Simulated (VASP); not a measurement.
NaLu: single point with PBE

Crystal: NaLu.

```
Na Lu
1.0
     0.00000    3.16933    3.16933
     3.16933    0.00000    3.16933
     3.16933    3.16933    0.00000
Na Lu
1 1
Direct
  0.50000 0.50000 0.50000
  0.00000 0.00000 0.00000
```

The cell was built from a structure type or drawn by symmetry, and may not be a known phase.

* Program: VASP 6.6.1
* Task: single point
* Functional: PBE
* Potentials or basis: VASP PAW PBE potentials, release 64 (Na_pv, Lu)
* Cutoff: 520 eV
* k mesh: 6 × 6 × 6
* Occupations: gaussian, width 0.1 eV
* Spin: no spin polarisation

| Item | Value |
| --- | --- |
| Pressure | 0.1 GPa |
| Band gap on the k mesh | zero (bands 16 and 17 overlap by 1.41 eV) |

Levels at points of the mesh, in eV from the Fermi level:
```tsv
k point	band 13	band 14	band 15	band 16	band 17	band 18	band 19	band 20
(0.00, 0.00, 0.00)	-6.29	-6.29	-4.85	1.04	1.04	1.04	1.77	1.77
(0.50, 0.00, 0.00)	-6.29	-6.29	-2.43	-1.06	0.91	0.91	2.62	2.77
(0.50, 0.50, 0.00)	-6.30	-6.29	-1.58	-0.36	-0.34	1.80	2.48	3.07
```

Run time: 32 s on 1 thread of AMD EPYC 9R45 (Zen 5), on a shared host, peak memory 0.18 GiB.

Caveat: spin-orbit coupling is left out, which moves the levels of the heavy elements.
